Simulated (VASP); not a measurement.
# O2 in VASP: single point with LDA

Aim: the single point of O2 with LDA.

Program: VASP 6.6.1. These are calculated values, not measurements. Logs are shortened: lines on timing, memory, paths and dates and some standing lists are left out, and cuts for length are marked.

## (1) The cell of the first run

The cell holds a molecule in a box, 2 atoms: a = 9.000 Å, b = 9.500 Å, c = 10.000 Å, α = 90.00°, β = 90.00°, γ = 90.00°.

## (2) Single point, LDA, collinear spin, ferromagnetic start

Input file INCAR:

```
PREC     = Accurate       # precision mode
ENCUT    = 520            # plane-wave cutoff, eV
EDIFF    = 1E-6           # SCF threshold, eV
ISMEAR   = -1             # smearing method
SIGMA    = 0.05           # smearing width, eV
LREAL    = False          # projectors in reciprocal space
LASPH    = True           # aspherical terms in the spheres
NELM     = 150            # most SCF steps
ALGO     = Normal         # electronic algorithm
ISIF     = 2              # what is computed and relaxed
LWAVE    = False          # write WAVECAR
LCHARG   = True           # write CHGCAR
ISPIN    = 2              # spin polarisation
MAGMOM   = 1 1            # initial moments
LORBIT   = 11             # projections on sites
GGA      = CA             # functional
LELF     = True           # ELF
LVHAR    = True         
NBANDS   = 17             # bands
```

Input file KPOINTS:

```
Automatic mesh
0
Gamma
  1 1 1
```

Input file POSCAR:

```
O
1.0
    9.0000000000      0.0000000000      0.0000000000
    0.0000000000      9.5000000000      0.0000000000
    0.0000000000      0.0000000000     10.0000000000
O
2
Direct
    0.5000000000      0.5000000000      0.4400239248
    0.5000000000      0.5000000000      0.5599760752
```

Potentials or basis: VASP PAW LDA potentials, release 64 (O).

Launch:

```sh
$ cat potpaw_LDA.64/O/POTCAR > POTCAR
$ mpirun -np 1 vasp_gam > vasp.out
```

OUTCAR:

```text
PREC = Accurate
   ENCUT = 520
   EDIFF = 1E-6
   ISMEAR = -1
   LREAL = False
   LASPH = True
   NELM = 150
   ISIF = 2
   ISPIN = 2
   LORBIT = 11
   GGA = CA

 ion  position               nearest neighbor table
   1  0.500  0.500  0.440-   2 1.20
   2  0.500  0.500  0.560-   1 1.20

  LATTYP: Found a simple orthorhombic cell.
 ALAT       =     9.0000000000
 B/A-ratio  =     1.0555555556
 C/A-ratio  =     1.1111111111

  Lattice vectors:

 A1 = (   9.0000000000,   0.0000000000,   0.0000000000)
 A2 = (   0.0000000000,   9.5000000000,   0.0000000000)
 A3 = (   0.0000000000,   0.0000000000,  10.0000000000)

Analysis of symmetry for initial positions (statically):
=====================================================================
 Subroutine PRICEL returns:
 Original cell was already a primitive cell.

 Routine SETGRP: Setting up the symmetry group for a
 simple orthorhombic supercell.

 Subroutine GETGRP returns: Found  8 space group operations
 (whereof  8 operations were pure point group operations)
 out of a pool of  8 trial point group operations.

The static configuration has the point symmetry D_2h.

Analysis of symmetry for dynamics (positions and initial velocities):
=====================================================================
 Subroutine PRICEL returns:
 Original cell was already a primitive cell.

 Routine SETGRP: Setting up the symmetry group for a
 simple orthorhombic supercell.

 Subroutine GETGRP returns: Found  8 space group operations
 (whereof  8 operations were pure point group operations)
 out of a pool of  8 trial point group operations.

The dynamic configuration has the point symmetry D_2h.

Analysis of structural, dynamic, and magnetic symmetry:
=====================================================================
 Subroutine PRICEL returns:
 Original cell was already a primitive cell.

 Routine SETGRP: Setting up the symmetry group for a
 simple orthorhombic supercell.

 Subroutine GETGRP returns: Found  8 space group operations
 (whereof  8 operations were pure point group operations)
 out of a pool of  8 trial point group operations.

The overall configuration has the point symmetry D_2h.

 Subroutine INISYM returns: Found  8 space group operations
 (whereof  8 operations are pure point group operations),
 and found     1 'primitive' translations

----------------------------------------------------------------------------------------

                                     Primitive cell

  volume of cell :     855.0000

  direct lattice vectors                    reciprocal lattice vectors
     9.000000000  0.000000000  0.000000000     0.111111111  0.000000000  0.000000000
     0.000000000  9.500000000  0.000000000     0.000000000  0.105263158  0.000000000
     0.000000000  0.000000000 10.000000000     0.000000000  0.000000000  0.100000000

  length of vectors
     9.000000000  9.500000000 10.000000000     0.111111111  0.105263158  0.100000000

  position of ions in fractional coordinates (direct lattice)
     0.500000000  0.500000000  0.440023925
     0.500000000  0.500000000  0.559976075

  ion indices of the primitive-cell ions
   primitive index   ion index
                 1           1
                 2           2

----------------------------------------------------------------------------------------

 KPOINTS: Automatic mesh

Automatic generation of k-mesh.
 Grid dimensions read from file:
 generate k-points for:    1    1    1

 Generating k-lattice:

  Cartesian coordinates                     Fractional coordinates (reciprocal lattice)
     0.111111111  0.000000000  0.000000000     1.000000000  0.000000000  0.000000000
     0.000000000  0.105263158  0.000000000     0.000000000  1.000000000  0.000000000
     0.000000000  0.000000000  0.100000000     0.000000000  0.000000000  1.000000000

  Length of vectors
     0.111111111  0.105263158  0.100000000

  Shift w.r.t. Gamma in fractional coordinates (k-lattice)
     0.000000000  0.000000000  0.000000000

 Subroutine IBZKPT returns following result:
 ===========================================

 Found      1 irreducible k-points:

 Following reciprocal coordinates:
            Coordinates               Weight
  0.000000  0.000000  0.000000      1.000000
   k-points           NKPTS =      1   k-points in BZ     NKDIM =      1   number of bands    NBANDS=     17
   number of dos      NEDOS =    301   number of ions     NIONS =      2
   total plane-waves  NPLWV = 403200
   dimension x,y,z NGX =    70 NGY =   72 NGZ =   80
   dimension x,y,z NGXF=   140 NGYF=  144 NGZF=  160
   ions per type =               2
   NGX,Y,Z   is equivalent  to a cutoff of  12.93, 12.60, 13.30 a.u.
   NGXF,Y,Z  is equivalent  to a cutoff of  25.86, 25.20, 26.60 a.u.
 SYSTEM =  unknown system
   PREC   = accura    normal or accurate (medium, high low for compatibility)
   ISTART =      0    job   : 0-new  1-cont  2-samecut
   ICHARG =      2    charge: 1-file 2-atom 10-const
   ISPIN  =      2    spin polarized calculation?
   LNONCOLLINEAR =      F non collinear calculations
   LSORBIT =      F    spin-orbit coupling
   LASPH  =      T    aspherical Exc in radial PAW
   ENCUT  =  520.0 eV  38.22 Ry    6.18 a.u.  16.73 17.66 18.59*2*pi/ulx,y,z
   NELM   =    150;   NELMIN=  2; NELMDL= -5     # of ELM steps
   EDIFF  = 0.1E-05   stopping-criterion for ELM
   LREAL  =      F    real-space projection
   EDIFFG = 0.1E-04   stopping-criterion for IOM
   NSW    =      0    number of steps for IOM
   IBRION =     -1    ionic relax: 0-MD 1-quasi-New 2-CG
   NFREE  =      0    steps in history (QN), initial steepest desc. (CG)
   ISIF   =      2    stress and relaxation
   ISYM   =      2    0-nonsym 1-usesym 2-fastsym
   POTIM  = 0.5000    time-step for ionic-motion
   TEBEG  =    0.0;   TEEND  =   0.0 temperature during run
   PSTRESS=    0.0 pullay stress
   NELECT =      12.0000    total number of electrons
   NUPDOWN=      -1.0000    fix difference up-down
   EMIN   =  10.00;   EMAX   =-10.00  energy-range for DOS
   EFERMI =   0.00;   METHOD = LEGACY
   ISMEAR =    -1;   SIGMA  =   0.05  broadening in eV -4-tet -1-fermi 0-gaus
   EFERMI_NEDOS =   21; number of points for ismear=-14 and -15
   IALGO  =     38    algorithm
   IMIX   =      4    mixing-type and parameters
     AMIX     =   0.40;   BMIX     =  1.00
     AMIX_MAG =   1.60;   BMIX_MAG =  1.00
  volume/ion in A,a.u.               =     427.50      2884.91
  Fermi-wavevector in a.u.,A,eV,Ry     =   0.394893  0.746240  2.121703  0.155941
  Thomas-Fermi vector in A             =   1.339966
   LORBIT       =     11    0 simple, 1 ext, 2 COOP (PROOUT), +10 PAW based schemes
   GGA     = CA    functional components
   LHFCALC =     F    Hartree Fock is set to
   AEXX    =    0.0000 exact exchange contribution
   IVDW    =     0    specifies the selected vdW correction
   LEPSILON=     F    determine dielectric tensor
   LRPA    =     F    only Hartree local field effects (RPA)
 spin polarized calculation
  energy-cutoff  :      520.00
  volume of cell :      855.00
 maximum number of plane-waves:     11510
 NGX is ok and might be reduce to    70
   NGX = 33   NGY = 35   NGZ = 37

 number of electron      12.0000002 magnetization       2.0000000

 Free energy of the ion-electron system (eV)
  ---------------------------------------------------
  ext. energy  EPLUGINS =         0.00000000
  ---------------------------------------------------
  free energy    TOTEN  =       -10.45716589 eV

  energy without entropy =      -10.45716588  energy(sigma->0) =      -10.45716589

 E-fermi :  -5.6927     XC(G=0):  -0.6128

 val. band max:       -6.6753110862   @ k =   0.0000   0.0000   0.0000
 cond. band min:      -4.7102416324   @ k =   0.0000   0.0000   0.0000
 fundamental gap:      1.9650694538
 Fermi energy:        -5.6927417757

 spin component 1

 k-point     1 :       0.0000    0.0000    0.0000
  band No.  band energies     occupation
      1     -33.1572      1.00000
      2     -20.0264      1.00000
      3     -13.6492      1.00000
      4     -13.6492      1.00000
      5     -13.6308      1.00000
      6      -6.6753      1.00000
[... 9 lines left out ...]
     16       2.8964      0.00000
     17       2.9095      0.00000
 Fermi energy:        -5.6927417757

 spin component 2

 k-point     1 :       0.0000    0.0000    0.0000
  band No.  band energies     occupation
      1     -31.9400      1.00000
      2     -18.4066      1.00000
      3     -12.5346      1.00000
      4     -12.0036      1.00000
      5     -12.0036      1.00000
      6      -4.7102      0.00000
[... 9 lines left out ...]
     16       2.9484      0.00000
     17       2.9535      0.00000

------------------------ aborting loop because EDIFF is reached ----------------------------------------

  FORCE on cell =-STRESS in cart. coord.  units (eV):
  Direction    XX          YY          ZZ          XY          YZ          ZX
  --------------------------------------------------------------------------------------
  -------------------------------------------------------------------------------------
  Total       -0.0684968     -0.0684030      2.0918692     -0.0000000      0.0000000      0.0000000
  in kB       -0.1283556     -0.1281799      3.9199362     -0.0000000      0.0000000      0.0000000
  external PRESSURE =       1.2211336 kB  Pullay stress =       0.0000000 kB

 VOLUME and BASIS-vectors are now :
 -----------------------------------------------------------------------------
  energy-cutoff  :      520.00
  volume of cell :      855.00
      direct lattice vectors                 reciprocal lattice vectors
     9.000000000  0.000000000  0.000000000     0.111111111  0.000000000  0.000000000
     0.000000000  9.500000000  0.000000000     0.000000000  0.105263158  0.000000000
     0.000000000  0.000000000 10.000000000     0.000000000  0.000000000  0.100000000

 POSITION                                       TOTAL-FORCE (eV/Angst)
 -----------------------------------------------------------------------------------
      4.50000      4.75000      4.40024         0.000000      0.000000     -1.812451
      4.50000      4.75000      5.59976         0.000000      0.000000      1.812451
 -----------------------------------------------------------------------------------
    total drift:                                0.000000      0.000000      0.000000

  FREE ENERGIE OF THE ION-ELECTRON SYSTEM (eV)
  ---------------------------------------------------
  free  energy   TOTEN  =       -10.4571658946 eV

  energy  without entropy=      -10.4571658826  energy(sigma->0) =      -10.45716589

 total charge

# of ion       s       p       d       tot
------------------------------------------
    1        1.602   3.322   0.000   4.924
    2        1.602   3.322   0.000   4.924
--------------------------------------------------
tot          3.205   6.644   0.000   9.849

 magnetization (x)

# of ion       s       p       d       tot
------------------------------------------
    1        0.008   0.795   0.000   0.803
    2        0.008   0.795   0.000   0.803
--------------------------------------------------
tot          0.016   1.590   0.000   1.606
```

Run time: 61 s. Hardware: 1 thread of AMD EPYC 7R43 (Zen 3), shared host; peak memory 0.61 GiB.

Results:

| Quantity | Value |
| --- | --- |
| Free energy | -10.4572 eV |
| Largest force | 1.812 eV/Å |
| Gap between the frontier levels | 1.97 eV |
| Net moment | 2.00 μB per cell |
| Site moments | O +0.80 μB |
| Valence electrons inside the program's atomic spheres | O 4.92 |

Forces in eV/Å, atoms in the order of the input:
```
O    0.000  0.000 -1.812
O    0.000  0.000  1.812
```

Caveat: the standard files for N, O and F lose accuracy on very short bonds.
